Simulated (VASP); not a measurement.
# WC (Qusongite) (P1) in VASP: notebook

The runs below take WC (Qusongite) through single point, with PBE.

All numbers are computed with VASP 6.6.1; they aren't measurements. Logs are shortened: lines on timing, memory, paths and dates and some standing lists are left out, and cuts for length are marked.

### 1 The cell of the first run

The typed cell holds 2 atoms: a = 2.818 Å, b = 2.949 Å, c = 2.955 Å, α = 92.20°, β = 88.44°, γ = 118.54°.

### 2 Single point, PBE

File INCAR:

```
SYSTEM = WC
PREC = Accurate ; ENCUT = 520
EDIFF = 1E-7 ; ISMEAR = -1
SIGMA = 0.1 ; LREAL = .FALSE.
LASPH = .TRUE. ; NELM = 100
ALGO = Normal ; ISIF = 2
LWAVE = .FALSE. ; LCHARG = .FALSE.
GGA = PE ; NBANDS = 16
```

File KPOINTS:

```
regular mesh
0
G
  8 8 7
  0 0 0
```

File POSCAR:

```
WC
1.0
    2.8177400000      0.0002800000      0.0398600000
   -1.4086300000      2.5900600000     -0.0575100000
    0.0389000000     -0.0423500000      2.9543600000
W C
1 1
Direct
    0.0075604663      0.0135576846      0.0020730815
    0.6785300000      0.3358700000      0.4501900000
```

Potentials or basis: VASP PAW PBE potentials, release 64 (W_sv, C).

Started as:

```bash
$ cat potpaw_PBE.64/W_sv/POTCAR potpaw_PBE.64/C/POTCAR > POTCAR
$ mpirun -np 1 vasp_std > vasp.out
```

OUTCAR:

```text
SYSTEM = WC
   PREC = Accurate
   ENCUT = 520
   EDIFF = 1E-7
   ISMEAR = -1
   LREAL = .FALSE.
   LASPH = .TRUE.
   NELM = 100
   ISIF = 2
   GGA = PE

 ion  position               nearest neighbor table
   1  0.008  0.014  0.002-   2 2.05   2 2.13   2 2.23   2 2.32   2 2.34   2 2.36
   2  0.679  0.336  0.450-   1 2.05   1 2.13   1 2.23   1 2.32   1 2.34   1 2.36

  LATTYP: Found a triclinic cell.
 ALAT       =     6.5026606618
 B/A-ratio  =     0.6380289245
 C/A-ratio  =     1.4579289793
 COS(alpha) =     0.0067254154
 COS(beta)  =     0.5965852290
 COS(gamma) =     0.8021071331

  Lattice vectors:

 A1 = (   1.3308300000,  -2.5053600000,  -5.8512100000)
 A2 = (  -1.4480100000,  -2.5479900000,  -2.9367100000)
 A3 = (   6.9667900000,   2.6756000000,  -5.8466500000)

Analysis of symmetry for initial positions (statically):
=====================================================================
 Subroutine PRICEL returns:
 Original cell was already a primitive cell.

 Routine SETGRP: Setting up the symmetry group for a
 triclinic supercell.

 Subroutine GETGRP returns: Found  1 space group operations
 (whereof  1 operations were pure point group operations)
 out of a pool of  2 trial point group operations.

The static configuration has the point symmetry C_1 .

Analysis of symmetry for dynamics (positions and initial velocities):
=====================================================================
 Subroutine PRICEL returns:
 Original cell was already a primitive cell.

 Routine SETGRP: Setting up the symmetry group for a
 triclinic supercell.

 Subroutine GETGRP returns: Found  1 space group operations
 (whereof  1 operations were pure point group operations)
 out of a pool of  2 trial point group operations.

The dynamic configuration has the point symmetry C_1 .

 Subroutine INISYM returns: Found  1 space group operations
 (whereof  1 operations are pure point group operations),
 and found     1 'primitive' translations

----------------------------------------------------------------------------------------

                                     Primitive cell

  volume of cell :      21.5539

  direct lattice vectors                    reciprocal lattice vectors
     2.817740000  0.000280000  0.039860000     0.354902145  0.192974739 -0.001906746
    -1.408630000  2.590060000 -0.057510000    -0.000116698  0.386150917  0.005536912
     0.038900000 -0.042350000  2.954360000    -0.004790584  0.004913269  0.338616293

  length of vectors
     2.818021931  2.948890754  2.954919583     0.403978239  0.386190629  0.338685818

  position of ions in fractional coordinates (direct lattice)
     0.007560466  0.013557685  0.002073082
     0.678530000  0.335870000  0.450190000

  ion indices of the primitive-cell ions
   primitive index   ion index
                 1           1
                 2           2

----------------------------------------------------------------------------------------

 KPOINTS: regular mesh

Automatic generation of k-mesh.
 Grid dimensions read from file:
 generate k-points for:    8    8    7

 Generating k-lattice:

  Cartesian coordinates                     Fractional coordinates (reciprocal lattice)
     0.044362768  0.024121842 -0.000238343     0.125000000 -0.000000000  0.000000000
    -0.000014587  0.048268865  0.000692114     0.000000000  0.125000000  0.000000000
    -0.000684369  0.000701896  0.048373756     0.000000000 -0.000000000  0.142857143

  Length of vectors
     0.050497280  0.048273829  0.048383688

  Shift w.r.t. Gamma in fractional coordinates (k-lattice)
     0.000000000  0.000000000  0.000000000

 Subroutine IBZKPT returns following result:
 ===========================================

 Found    226 irreducible k-points:

 Following reciprocal coordinates:
            Coordinates               Weight
  0.000000  0.000000  0.000000      1.000000
  0.125000 -0.000000  0.000000      2.000000
  0.250000 -0.000000  0.000000      2.000000
  0.375000 -0.000000  0.000000      2.000000
  0.500000 -0.000000  0.000000      1.000000
 -0.000000  0.125000  0.000000      2.000000
[... 16 lines left out ...]
  0.125000  0.375000  0.000000      2.000000
  0.250000  0.375000  0.000000      2.000000
 [... further k-points ...]
   k-points           NKPTS =    226   k-points in BZ     NKDIM =    226   number of bands    NBANDS=     16
   number of dos      NEDOS =    301   number of ions     NIONS =      2
   total plane-waves  NPLWV =  13824
   dimension x,y,z NGX =    24 NGY =   24 NGZ =   24
   dimension x,y,z NGXF=    48 NGYF=   48 NGZF=   48
   ions per type =               1   1
   NGX,Y,Z   is equivalent  to a cutoff of  14.16, 13.53, 13.50 a.u.
   NGXF,Y,Z  is equivalent  to a cutoff of  28.32, 27.06, 27.01 a.u.
 SYSTEM =  WC
   PREC   = accura    normal or accurate (medium, high low for compatibility)
   ISTART =      0    job   : 0-new  1-cont  2-samecut
   ICHARG =      2    charge: 1-file 2-atom 10-const
   ISPIN  =      1    spin polarized calculation?
   LNONCOLLINEAR =      F non collinear calculations
   LSORBIT =      F    spin-orbit coupling
   LASPH  =      T    aspherical Exc in radial PAW
   ENCUT  =  520.0 eV  38.22 Ry    6.18 a.u.   5.24  5.48  5.49*2*pi/ulx,y,z
   NELM   =    100;   NELMIN=  2; NELMDL= -5     # of ELM steps
   EDIFF  = 0.1E-06   stopping-criterion for ELM
   LREAL  =      F    real-space projection
   EDIFFG = 0.1E-05   stopping-criterion for IOM
   NSW    =      0    number of steps for IOM
   IBRION =     -1    ionic relax: 0-MD 1-quasi-New 2-CG
   NFREE  =      0    steps in history (QN), initial steepest desc. (CG)
   ISIF   =      2    stress and relaxation
   ISYM   =      2    0-nonsym 1-usesym 2-fastsym
   POTIM  = 0.5000    time-step for ionic-motion
   TEBEG  =    0.0;   TEEND  =   0.0 temperature during run
   PSTRESS=    0.0 pullay stress
   NELECT =      18.0000    total number of electrons
   NUPDOWN=      -1.0000    fix difference up-down
   EMIN   =  10.00;   EMAX   =-10.00  energy-range for DOS
   EFERMI =   0.00;   METHOD = LEGACY
   ISMEAR =    -1;   SIGMA  =   0.10  broadening in eV -4-tet -1-fermi 0-gaus
   EFERMI_NEDOS =   21; number of points for ismear=-14 and -15
   IALGO  =     38    algorithm
   IMIX   =      4    mixing-type and parameters
     AMIX     =   0.40;   BMIX     =  1.00
     AMIX_MAG =   1.60;   BMIX_MAG =  1.00
  volume/ion in A,a.u.               =      10.78        72.73
  Fermi-wavevector in a.u.,A,eV,Ry     =   1.541666  2.913326 32.337418  2.376733
  Thomas-Fermi vector in A             =   2.647579
   LORBIT       =      0    0 simple, 1 ext, 2 COOP (PROOUT), +10 PAW based schemes
   GGA     = PE    functional components
   LHFCALC =     F    Hartree Fock is set to
   AEXX    =    0.0000 exact exchange contribution
   IVDW    =     0    specifies the selected vdW correction
   LEPSILON=     F    determine dielectric tensor
   LRPA    =     F    only Hartree local field effects (RPA)
 non-spin polarized calculation
  energy-cutoff  :      520.00
  volume of cell :       21.55
 maximum number of plane-waves:       593
 NGX is ok and might be reduce to    24
   NGX = 11   NGY = 11   NGZ = 11

 number of electron      18.0000002 magnetization

 Free energy of the ion-electron system (eV)
  ---------------------------------------------------
  ext. energy  EPLUGINS =         0.00000000
  ---------------------------------------------------
  free energy    TOTEN  =       -22.12961677 eV

  energy without entropy =      -22.12276196  energy(sigma->0) =      -22.12618937

 E-fermi :  10.6191     XC(G=0): -13.5777

 val. band max:       10.6022306961   @ k =   0.0000   0.0000   0.0000
 cond. band min:      10.6685294602   @ k =   0.5000   0.5000   0.4286
 fundamental gap:      0.0662987641
 Fermi energy:        10.6190631482

 k-point     1 :       0.0000    0.0000    0.0000
  band No.  band energies     occupation
      1     -63.4906      2.00000
      2     -27.5633      2.00000
      3     -27.4099      2.00000
      4     -27.2803      2.00000
      5      -3.5889      2.00000
      6       6.0641      2.00000
[... 8 lines left out ...]
     15      23.8092      0.00000
     16      26.6214      0.00000

 k-point     2 :       0.1250   -0.0000    0.0000
  band No.  band energies     occupation
      1     -63.4809      2.00000
      2     -27.5465      2.00000
      3     -27.4647      2.00000
      4     -27.3898      2.00000
      5      -3.1815      2.00000
      6       6.1925      2.00000
[... 8 lines left out ...]
     15      23.7193      0.00000
     16      27.3206      0.00000

 k-point     3 :       0.2500   -0.0000    0.0000
  band No.  band energies     occupation
      1     -63.4573      2.00000
      2     -27.7551      2.00000
      3     -27.5077      2.00000
      4     -27.4829      2.00000
      5      -2.1196      2.00000
      6       5.2799      2.00000
[... 8 lines left out ...]
     15      24.4320      0.00000
     16      27.7616      0.00000

 k-point     4 :       0.3750   -0.0000    0.0000
  band No.  band energies     occupation
      1     -63.4337      2.00000
      2     -28.0578      2.00000
      3     -27.5638      2.00000
      4     -27.4538      2.00000
      5      -0.8575      2.00000
      6       4.2376      2.00000
[... 8 lines left out ...]
     15      24.8411      0.00000
     16      26.8883      0.00000

 k-point     5 :       0.5000   -0.0000    0.0000
  band No.  band energies     occupation
      1     -63.4239      2.00000
      2     -28.1804      2.00000
      3     -27.5920      2.00000
      4     -27.4358      2.00000
      5      -0.2158      2.00000
      6       3.8281      2.00000
[... 8 lines left out ...]
     15      23.0260      0.00000
     16      27.6689      0.00000

 k-point     6 :      -0.0000    0.1250    0.0000
  band No.  band energies     occupation
      1     -63.4836      2.00000
      2     -27.5533      2.00000
      3     -27.5158      2.00000
      4     -27.3016      2.00000
      5      -3.2243      2.00000
      6       6.0929      2.00000
[... 8 lines left out ...]
     15      23.6539      0.00000
     16      27.3210      0.00000

 k-point     7 :       0.1250    0.1250   -0.0000
  band No.  band energies     occupation
      1     -63.4690      2.00000
      2     -27.6644      2.00000
      3     -27.5194      2.00000
      4     -27.4129      2.00000
      5      -2.5215      2.00000
      6       5.5630      2.00000
[... 8 lines left out ...]
     15      24.0241      0.00000
     16      27.7706      0.00000

 k-point     8 :       0.2500    0.1250    0.0000
  band No.  band energies     occupation
      1     -63.4454      2.00000
      2     -27.8853      2.00000
      3     -27.5759      2.00000
      4     -27.4751      2.00000
      5      -1.3315      2.00000
      6       4.6962      2.00000
[... 8 lines left out ...]
     15      25.3627      0.00000
     16      27.0708      0.00000

 k-point     9 :       0.3750    0.1250    0.0000
  band No.  band energies     occupation
      1     -63.4267      2.00000
      2     -28.0931      2.00000
      3     -27.6535      2.00000
      4     -27.4407      2.00000
      5      -0.2456      2.00000
      6       4.0773      2.00000
[... 8 lines left out ...]
     15      24.3279      0.00000
     16      27.5268      0.00000
[... 172 lines left out ...]
 k-point    19 :      -0.3750    0.2500    0.0000
  band No.  band energies     occupation
      1     -63.4385      2.00000
      2     -27.9815      2.00000
      3     -27.5597      2.00000
      4     -27.4626      2.00000
      5      -1.1528      2.00000
      6       4.5193      2.00000
[... 8 lines left out ...]
     15      25.4300      0.00000
     16      27.5768      0.00000

 k-point    20 :      -0.2500    0.2500    0.0000
  band No.  band energies     occupation
      1     -63.4572      2.00000
      2     -27.7657      2.00000
      3     -27.5052      2.00000
      4     -27.4775      2.00000
      5      -2.0884      2.00000
      6       5.2203      2.00000
[... 8 lines left out ...]
     15      24.6246      0.00000
     16      27.6667      0.00000

 k-point    21 :      -0.1250    0.2500    0.0000
  band No.  band energies     occupation
      1     -63.4689      2.00000
      2     -27.6731      2.00000
      3     -27.5193      2.00000
      4     -27.4062      2.00000
      5      -2.5030      2.00000
      6       5.5396      2.00000
[... 8 lines left out ...]
     15      24.1328      0.00000
     16      27.7371      0.00000

 k-point    22 :       0.0000    0.3750    0.0000
  band No.  band energies     occupation
      1     -63.4499      2.00000
      2     -28.0278      2.00000
      3     -27.4808      2.00000
      4     -27.4027      2.00000
      5      -1.1195      2.00000
      6       4.1553      2.00000
[... 8 lines left out ...]
     15      24.3443      0.00000
     16      26.0605      0.00000

 k-point    23 :       0.1250    0.3750    0.0000
  band No.  band energies     occupation
      1     -63.4401      2.00000
      2     -28.0673      2.00000
      3     -27.5239      2.00000
      4     -27.4621      2.00000
      5      -0.4592      2.00000
      6       3.9572      2.00000
[... 8 lines left out ...]
     15      23.9665      0.00000
     16      26.8004      0.00000

 k-point    24 :       0.2500    0.3750    0.0000
  band No.  band energies     occupation
      1     -63.4284      2.00000
      2     -27.9892      2.00000
      3     -27.7763      2.00000
      4     -27.4415      2.00000
      5       0.1910      2.00000
      6       4.2378      2.00000
[... 8 lines left out ...]
     15      24.4773      0.00000
     16      27.2995      0.00000

 [... further k-points ...]

------------------------ aborting loop because EDIFF is reached ----------------------------------------

  FORCE on cell =-STRESS in cart. coord.  units (eV):
  Direction    XX          YY          ZZ          XY          YZ          ZX
  --------------------------------------------------------------------------------------
  -------------------------------------------------------------------------------------
  Total        3.3196039     -1.4816059     -2.5847413     -0.4147359      1.5770118     -1.3205289
  in kB      246.7575700   -110.1328627   -192.1327110    -30.8287484    117.2247079    -98.1594567
  external PRESSURE =     -18.5026679 kB  Pullay stress =       0.0000000 kB

 VOLUME and BASIS-vectors are now :
 -----------------------------------------------------------------------------
  energy-cutoff  :      520.00
  volume of cell :       21.55
      direct lattice vectors                 reciprocal lattice vectors
     2.817740000  0.000280000  0.039860000     0.354902145  0.192974739 -0.001906746
    -1.408630000  2.590060000 -0.057510000    -0.000116698  0.386150917  0.005536912
     0.038900000 -0.042350000  2.954360000    -0.004790584  0.004913269  0.338616293

 POSITION                                       TOTAL-FORCE (eV/Angst)
 -----------------------------------------------------------------------------------
      0.00229      0.03503      0.00565         0.759836     -0.831894     -1.846044
      1.45632      0.85105      1.33775        -0.759836      0.831894      1.846044
 -----------------------------------------------------------------------------------
    total drift:                                0.000005     -0.000018     -0.000029

  FREE ENERGIE OF THE ION-ELECTRON SYSTEM (eV)
  ---------------------------------------------------
  free  energy   TOTEN  =       -22.1296167703 eV

  energy  without entropy=      -22.1227619599  energy(sigma->0) =      -22.12618937
```

It took 42 s on 1 thread of Intel Xeon Platinum 8259CL at 2.50GHz (Skylake/Cascade Lake), shared host; peak memory 0.2 GiB.

Results:

* Free energy: -22.1296 eV
* Pressure: -1.9 GPa
* Largest force: 2.163 eV/Å
* Band gap on the k mesh: zero (band 9 reaches 10.89 eV, above the bottom of band 10 at 10.40 eV)

Forces in eV/Å, atoms in the order of the input:
```
W    0.760 -0.832 -1.846
C   -0.760  0.832  1.846
```

Stress tensor (GPa, compression positive):
```
 24.68  -3.08  -9.82
 -3.08 -11.01  11.72
 -9.82  11.72 -19.21
```

Caveat: spin-orbit coupling is left out, which moves the levels of the heavy elements; forces of over 1 eV/Å act on the atoms, so gaps and moduli don't describe the material at rest.

[end of part 1 of 2]
